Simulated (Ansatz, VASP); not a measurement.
**CdH2 in VASP and in Ansatz**

The input INCAR:

```
SYSTEM = CdH2
PREC = Accurate ; ENCUT = 520
EDIFF = 1E-6 ; ISMEAR = -1
SIGMA = 0.02 ; LREAL = .FALSE.
LASPH = .TRUE. ; NELM = 100
ALGO = Normal ; ISIF = 2
LWAVE = .FALSE. ; LCHARG = .FALSE.
GGA = PS ; NBANDS = 14
```

KPOINTS

```
Automatic mesh
0
G
  6 6 6
  0 0 0
```

Contents of POSCAR:

```
CdH2
1.0
    0.0000000000      2.5271675656      2.5271675656
    2.5271675656      0.0000000000      2.5271675656
    2.5271675656      2.5271675656      0.0000000000
Cd H
1 2
Direct
    0.0000000000      0.0000000000      0.0000000000
    0.2500000000      0.2500000000      0.2500000000
    0.7500000000      0.7500000000      0.7500000000
```

Input for Ansatz:

```yaml
crystal:
  lattice:
    - [0.0, 2.5271675656, 2.5271675656]
    - [2.5271675656, 0.0, 2.5271675656]
    - [2.5271675656, 2.5271675656, 0.0]
  atoms:
    - { symbol: Cd, position: [0.0, 0.0, 0.0] }
    - { symbol: H, position: [0.25, 0.25, 0.25] }
    - { symbol: H, position: [0.75, 0.75, 0.75] }
kpoints:
  mp_grid: { grid: [6, 6, 6] }
hamiltonian:
  xc: pbesol
scf:
  occupations: { method: fermi_dirac, width: 0.02 }
  n_extra_bands: 4
output:
  forces: true
  stress: true
  eigenvalues: true
basis:
  xc_grid: 1
```

Alike in both runs: task single point; functional PBEsol; k mesh 6 × 6 × 6; occupations fermi-dirac, width 0.02 eV; no spin polarisation.

```csv
,VASP,Ansatz
version,VASP 6.6.1,Ansatz 0.2.0
potentials or method,"VASP PAW PBE potentials, release 64 (Cd, H)",plane waves
plane-wave cutoff (eV),520,420
valence electrons in the cell,14,22
```

|  | VASP | Ansatz | Ansatz less VASP |
| --- | --- | --- | --- |
| pressure (GPa) | -1.5 | -1.9 | -0.47 |

VASP's potentials were made for PBE, not for PBEsol. The functional is the same, so the differences come from potentials, cutoffs and numerics. VASP's potentials hold 14 valence electrons a cell and Ansatz's 22, so a difference there can come from the potentials and not from the codes.
